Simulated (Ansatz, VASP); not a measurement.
**TiO2: VASP beside Ansatz**

INCAR

```
PREC     = Accurate       # precision mode
ENCUT    = 520            # plane-wave cutoff, eV
EDIFF    = 1E-6           # SCF threshold, eV
ISMEAR   = -1             # smearing method
SIGMA    = 0.02           # smearing width, eV
LREAL    = False          # projectors in reciprocal space
LASPH    = True           # aspherical terms in the spheres
NELM     = 80             # most SCF steps
ALGO     = Normal         # electronic algorithm
ISIF     = 2              # what is computed and relaxed
LWAVE    = False          # write WAVECAR
LCHARG   = False          # write CHGCAR
GGA      = PE             # functional
NBANDS   = 33             # bands
```

The input KPOINTS:

```
regular mesh
0
Gamma
  10 10 10
```

POSCAR

```
TiO2
1.0
   -1.8888988106      1.8888988106      4.6000468768
    1.8888988106     -1.8888988106      4.6000468768
    1.8888988106      1.8888988106     -4.6000468768
Ti O
2 4
Direct
    0.7500000000      0.2500000000      0.5000000000
    0.0000000000      0.0000000000      0.0000000000
    0.5374105006      0.0374105006      0.5000000000
    0.7874105006      0.7874105006      0.0000000000
    0.2125894994      0.2125894994      0.0000000000
    0.9625894994      0.4625894994      0.5000000000
```

Input for Ansatz:

```yaml
crystal:
  lattice:
    - [-1.8888988106, 1.8888988106, 4.6000468768]
    - [1.8888988106, -1.8888988106, 4.6000468768]
    - [1.8888988106, 1.8888988106, -4.6000468768]
  atoms:
    - { symbol: Ti, position: [0.75, 0.25, 0.5] }
    - { symbol: Ti, position: [0.0, 0.0, 0.0] }
    - { symbol: O, position: [0.5374105006, 0.0374105006, 0.5] }
    - { symbol: O, position: [0.7874105006, 0.7874105006, 0.0] }
    - { symbol: O, position: [0.2125894994, 0.2125894994, 0.0] }
    - { symbol: O, position: [0.9625894994, 0.4625894994, 0.5] }
kpoints:
  mp_grid: { grid: [10, 10, 10] }
  band_path:
    path:
      - [0.0, 0.0, 0.0]
      - [0.0, 0.0, 0.5]
      - [0.25, 0.25, 0.25]
      - [0.0, 0.5, 0.0]
      - [0.5, 0.5, -0.5]
      - [0.2888485976, 0.7111514024, -0.2888485976]
      - [-0.2888485976, 0.2888485976, 0.2888485976]
      - [-0.0776971953, 0.0776971953, 0.5]
      - [0.5, 0.5, -0.0776971953]
      - [0.3, 0.3, -0.3]
      - [0.0, 0.0, 0.453125]
    npoints: 1
hamiltonian:
  xc: pbe
scf:
  occupations: { method: fermi_dirac, width: 0.02 }
  n_extra_bands: 5
output:
  forces: true
  stress: true
  eigenvalues: true
  write_density: true
  write_potential: true
  elf: true
  volumetric_format: npy
```

Change from the starting cell: uniaxial_z strain -4.0%.

Alike in both runs: task single point; functional PBE; k mesh 10 × 10 × 10; occupations fermi-dirac, width 0.02 eV; no spin polarisation.

```csv
,VASP,Ansatz
version,VASP 6.6.1,Ansatz 0.2.0
potentials or method,"VASP PAW PBE potentials, release 64 (Ti_sv, O)","plane waves, PAW"
plane-wave cutoff (eV),520,420
valence electrons in the cell,48,48
```

```tsv
	VASP	Ansatz	Ansatz less VASP
gap on the k mesh at the Fermi level (eV)	2.03	2.06	+0.026
pressure (GPa)	12.7	11.8	-0.80
traceless stress, the component that is largest in VASP (GPa)	1.72	1.64	-0.080
rms of the force components (eV/Å)	0.064	0.051	-0.0138
```

Atom by atom the forces differ by 0.014 eV/Å (rms over components).
